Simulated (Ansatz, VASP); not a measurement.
**Al3BP4: VASP beside Ansatz**

The input POSCAR:

```
Al3BP4
1.0
    3.7015257158      0.0000000000      0.0000000000
    0.0000000000      3.7241193764      5.3027528975
    0.0000000000     -3.7241193764      5.3027528975
B Al P
1 3 4
Direct
    0.0000000000     -0.0024639437     -0.0024639437
    0.5000000000     -0.0004654112      0.5015317901
    0.5000000000      0.5015317901     -0.0004654112
    0.0000000000      0.4975312401      0.4975312401
    0.5000000000      0.1071421695      0.1071421695
    0.0000000000      0.1121258851      0.6606848371
    0.0000000000      0.6606848371      0.1121258851
    0.5000000000      0.6239134330      0.6239134330
```

INCAR.step1

```
SYSTEM = Al3BP4
PREC = Accurate
ENCUT = 520
ISMEAR = 0
SIGMA = 0.01
LREAL = .FALSE.
LASPH = .TRUE.
NELM = 100
NBANDS = 26
GGA = PE
ALGO = Normal
EDIFF = 1E-4
LWAVE = .TRUE.
LCHARG = .FALSE.
```

Contents of INCAR.step2:

```
SYSTEM = Al3BP4
PREC = Accurate
ENCUT = 520
EDIFF = 1E-6
ISMEAR = 0
SIGMA = 0.01
LREAL = .FALSE.
LASPH = .TRUE.
NELM = 100
ALGO = Normal
ISIF = 2
LWAVE = .FALSE.
LCHARG = .FALSE.
METAGGA = R2SCAN
LMIXTAU = .TRUE.
NBANDS = 26
ISTART = 1
```

File KPOINTS:

```
regular mesh
0
G
  8 4 4
  0 0 0
```

Input for Ansatz:

```yaml
crystal:
  lattice:
    - [3.7015257158, 0.0, 0.0]
    - [0.0, 3.7241193764, 5.3027528975]
    - [0.0, -3.7241193764, 5.3027528975]
  atoms:
    - { symbol: B, position: [0.0, -0.0024639437, -0.0024639437] }
    - { symbol: Al, position: [0.5, -0.0004654112, 0.5015317901] }
    - { symbol: Al, position: [0.5, 0.5015317901, -0.0004654112] }
    - { symbol: Al, position: [0.0, 0.4975312401, 0.4975312401] }
    - { symbol: P, position: [0.5, 0.1071421695, 0.1071421695] }
    - { symbol: P, position: [0.0, 0.1121258851, 0.6606848371] }
    - { symbol: P, position: [0.0, 0.6606848371, 0.1121258851] }
    - { symbol: P, position: [0.5, 0.623913433, 0.623913433] }
kpoints:
  mp_grid: { grid: [8, 4, 4] }
  band_path:
    path:
      - [0.0, 0.0, 0.0]
      - [0.0, 0.5, 0.5]
      - [0.0, 0.6266939413, 0.3733060587]
      - [0.0, 0.3733060587, -0.3733060587]
      - [0.5, 0.0, 0.0]
      - [0.5, 0.3733060587, -0.3733060587]
      - [0.5, 0.6266939413, 0.3733060587]
      - [0.5, 0.5, 0.5]
      - [0.0, 0.5, 0.0]
      - [0.440104, -0.5, -0.5]
    npoints: 1
hamiltonian:
  xc: r2scan
scf:
  occupations: { method: fixed }
  n_extra_bands: 6
output:
  forces: true
  stress: true
  eigenvalues: true
  write_density: true
  write_potential: true
  elf: true
  volumetric_format: npy
```

Alike in both runs: task single point; functional r2SCAN; k mesh 8 × 4 × 4; no spin polarisation.

|  | VASP | Ansatz |
| --- | --- | --- |
| version | VASP 6.6.1 | Ansatz 0.2.0 |
| potentials or method | VASP PAW PBE potentials, release 64 (B, Al, P) | plane waves, PAW |
| plane-wave cutoff (eV) | 520 | 500 |
| occupations | gaussian, width 0.01 eV | fixed |
| valence electrons in the cell | 32 | 32 |

Ansatz gave:

* gap on the k mesh at the Fermi level (eV): 1.27
* pressure (GPa): 0.0
* rms of the force components (eV/Å): 0.002

Which values does VASP return?

gap on the k mesh at the Fermi level (eV): 1.29; pressure (GPa): -0.4; rms of the force components (eV/Å): 0.008.

VASP's potentials were made for PBE, not for r2SCAN. Atom by atom the forces differ by 0.008 eV/Å (rms over components).
